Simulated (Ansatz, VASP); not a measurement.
**One calculation of Ag, two programs**

The input POSCAR:

```
Ag
1.0
    0.0000000000      2.0151418859      2.0151418859
    2.0151418859      0.0000000000      2.0151418859
    2.0151418859      2.0151418859      0.0000000000
Ag
1
Direct
    0.0000000000      0.0000000000      0.0000000000
```

Contents of INCAR.step1:

```
SYSTEM = Ag
ALGO = Normal
EDIFF = 1E-5
ENCUT = 520
GGA = PE
ISIF = 2
ISMEAR = -1
LASPH = .True.
LCHARG = .False.
LREAL = .False.
LWAVE = .True.
NBANDS = 12
NELM = 100
PREC = Accurate
SIGMA = 0.05
```

File INCAR.step2:

```
SYSTEM = Ag
AEXX = 0.25
ALGO = Normal
EDIFF = 1E-6
ENCUT = 520
ISIF = 2
ISMEAR = -1
ISTART = 1
LASPH = .True.
LCHARG = .False.
LHFCALC = .True.
LMIXTAU = .True.
LREAL = .False.
LWAVE = .False.
METAGGA = R2SCAN
NBANDS = 12
NELM = 100
PREC = Accurate
PRECFOCK = Normal
SIGMA = 0.05
```

File KPOINTS:

```
k-points
0
Gamma
  6 6 6
  0 0 0
```

input.yaml

```yaml
crystal:
  lattice:
    - [0.0, 2.0151418859, 2.0151418859]
    - [2.0151418859, 0.0, 2.0151418859]
    - [2.0151418859, 2.0151418859, 0.0]
  atoms:
    - { symbol: Ag, position: [0.0, 0.0, 0.0] }
hamiltonian:
  xc: r2scan0
  pseudopotentials: { kind: paw }
kpoints:
  mp_grid: { grid: [6, 6, 6] }
scf:
  occupations: { method: fermi_dirac, width: 0.05 }
output:
  forces: true
  stress: true
  eigenvalues: true
```

Alike in both runs: task single point; functional r2SCAN0; k mesh 6 × 6 × 6; occupations fermi-dirac, width 0.05 eV; no spin polarisation.

```csv
,VASP,Ansatz
version,VASP 6.6.1,Ansatz 0.2.0
potentials or method,"VASP PAW PBE potentials, release 64 (Ag)",Ansatz PAW
plane-wave cutoff (eV),520,500
valence electrons in the cell,11,19
```

|  | VASP | Ansatz | Ansatz less VASP |
| --- | --- | --- | --- |
| gap on the k mesh at the Fermi level (eV) | none | none | - |
| pressure (GPa) | 8.2 | 8.1 | -0.13 |

VASP's potentials were made for PBE, not for r2SCAN0. A gap of «none» marks a metal or a gap that the smearing closes. The functional is the same, so the differences come from potentials, cutoffs and numerics. VASP's potentials hold 11 valence electrons a cell and Ansatz's 19, so a difference there can come from the potentials and not from the codes.

The k mesh is coarse, so the values compare programs but aren't converged.
